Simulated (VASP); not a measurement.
Here is a VASP 6.6.1 calculation.

Contents of POSCAR:

```
TaN
1.0
    2.9380000000      0.0000000000      0.0000000000
   -1.4690000000      2.5443826363      0.0000000000
    0.0000000000      0.0000000000      2.8830000000
Ta N
1 1
Direct
    0.0000000000      0.0000000000      0.5000000000
    0.6666666667      0.3333333333      0.0000000000
```

File INCAR.step1:

```
SYSTEM = TaN
ALGO = Normal ; EDIFF = 1E-5
ENCUT = 660 ; GGA = PE
GGA_COMPAT = .False. ; ISMEAR = 0
LASPH = .True. ; LCHARG = .False.
LREAL = .False. ; LWAVE = .True.
NBANDS = 15 ; NELM = 120
PREC = Accurate ; SIGMA = 0.1
```

File INCAR.step2:

```
SYSTEM = TaN
ALGO = Normal ; EDIFF = 1E-6
ENCUT = 660 ; GGA_COMPAT = .False.
ISIF = 2 ; ISMEAR = 0
ISTART = 1 ; LASPH = .True.
LCHARG = .True. ; LELF = .True.
LMIXTAU = .True. ; LREAL = .False.
LVHAR = .True. ; LWAVE = .False.
METAGGA = R2SCAN ; NBANDS = 15
NELM = 120 ; PREC = Accurate
SIGMA = 0.1
```

Contents of KPOINTS:

```
k-points
0
Gamma
  8 8 7
  0 0 0
```

Potentials or basis: VASP PAW PBE potentials, release 64 (Ta_pv, N).

Command:

```sh
$ cat potpaw_PBE.64/Ta_pv/POTCAR potpaw_PBE.64/N/POTCAR > POTCAR
$ cp INCAR.step1 INCAR
$ mpirun -np 1 vasp_std > vasp.out
$ cp INCAR.step2 INCAR
$ mpirun -np 1 vasp_std > vasp.out
```

(1) Estimate the band gap on the k mesh.

(2) Predict the pressure.

Answers

(1) zero (bands 8 and 9 overlap by 0.20 eV).

(2) 1.4 GPa.

Caveat: the PAW data sets were made with another functional, which shifts forces and pressure a little; spin-orbit coupling is left out, which moves the levels of the heavy elements.
